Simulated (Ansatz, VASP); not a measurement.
## One calculation of CaO, two programs

POSCAR

```
CaO
1.0
    0.0000000000      2.3975473901      2.3975473901
    2.3975473901      0.0000000000      2.3975473901
    2.3975473901      2.3975473901      0.0000000000
Ca O
1 1
Direct
    0.0000000000      0.0000000000      0.0000000000
    0.5000000000      0.5000000000      0.5000000000
```

INCAR.step1

```
ALGO = Normal ; EDIFF = 1E-5
ENCUT = 520 ; GGA = PE
ISIF = 2 ; ISMEAR = 0
LASPH = True ; LCHARG = False
LREAL = False ; LWAVE = True
NBANDS = 15 ; NELM = 60
PREC = Accurate ; SIGMA = 0.01
```

The input INCAR.step2:

```
AEXX = 0.3 ; ALGO = Normal
EDIFF = 1E-6 ; ENCUT = 520
GGA = PE ; HFSCREEN = 0.1
ISIF = 2 ; ISMEAR = 0
ISTART = 1 ; LASPH = True
LCHARG = False ; LHFCALC = True
LREAL = False ; LWAVE = False
NBANDS = 15 ; NELM = 60
PREC = Accurate ; PRECFOCK = Normal
SIGMA = 0.01
```

File KPOINTS:

```
k-points
0
Gamma
  4 4 4
```

Input for Ansatz:

```yaml
crystal:
  lattice:
    - [0.0, 2.3975473901, 2.3975473901]
    - [2.3975473901, 0.0, 2.3975473901]
    - [2.3975473901, 2.3975473901, 0.0]
  atoms:
    - { symbol: Ca, position: [0.0, 0.0, 0.0] }
    - { symbol: O, position: [0.5, 0.5, 0.5] }
kpoints:
  mp_grid: { grid: [4, 4, 4] }
hamiltonian:
  xc: { exchange: pbe, correlation: pbe, exx: { coeff: 0.3, omega: 0.1 } }
scf:
  occupations: { method: fixed }
  n_extra_bands: 4
output:
  forces: true
  stress: true
  eigenvalues: true
```

Alike in both runs: task single point; functional PBE-based screened hybrid; k mesh 4 × 4 × 4; no spin polarisation.

|  | VASP | Ansatz |
| --- | --- | --- |
| version | VASP 6.6.1 | Ansatz 0.2.0 |
| potentials or method | VASP PAW PBE potentials, release 64 (Ca_sv, O) | plane waves |
| plane-wave cutoff (eV) | 520 | 420 |
| occupations | gaussian, width 0.01 eV | fixed |
| valence electrons in the cell | 16 | 16 |

|  | VASP | Ansatz | Ansatz less VASP |
| --- | --- | --- | --- |
| gap on the k mesh at the Fermi level (eV) | 6.10 | 6.09 | -0.007 |
| pressure (GPa) | 0.3 | -0.3 | -0.60 |

VASP's potentials were made for PBE, not for PBE-based screened hybrid. Ansatz's warnings: stress exchange threshold loose, stress scf threshold loose.

The k mesh is coarse, so the values compare programs but aren't converged.
